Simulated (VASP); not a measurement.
A run of VASP 6.6.1 is set up as follows.

POSCAR

```
P
1.0
   -1.5148925440      1.5148925440      1.5148925440
    1.5148925440     -1.5148925440      1.5148925440
    1.5148925440      1.5148925440     -1.5148925440
P
1
Direct
    0.0000000000      0.0000000000      0.0000000000
```

INCAR.step1

```
PREC = Accurate
ENCUT = 520
ISMEAR = 0
SIGMA = 0.1
LREAL = F
LASPH = T
NELM = 80
NBANDS = 8
GGA = PE
ALGO = Normal
EDIFF = 1E-4
LWAVE = T
LCHARG = F
```

File INCAR.step2:

```
PREC = Accurate
ENCUT = 520
EDIFF = 1E-6
ISMEAR = 0
SIGMA = 0.1
LREAL = F
LASPH = T
NELM = 80
ALGO = Normal
ISIF = 2
LWAVE = F
LCHARG = T
METAGGA = R2SCAN
LMIXTAU = T
LELF = T
LVHAR = T
NBANDS = 8
ISTART = 1
```

Contents of KPOINTS:

```
regular mesh
0
Gamma
  6 6 6
```

Potentials or basis: VASP PAW PBE potentials, release 64 (P).

Command:

```bash
$ cat potpaw_PBE.64/P/POTCAR > POTCAR
$ cp INCAR.step1 INCAR
$ mpirun -np 1 vasp_std > vasp.out
$ cp INCAR.step2 INCAR
$ mpirun -np 1 vasp_std > vasp.out
```

Question: Predict the pressure.

Answer: 0.1 GPa.

Caveat: the k points lie up to 0.49 Å⁻¹ apart; the PAW data sets were made with another functional, which shifts forces and pressure a little.
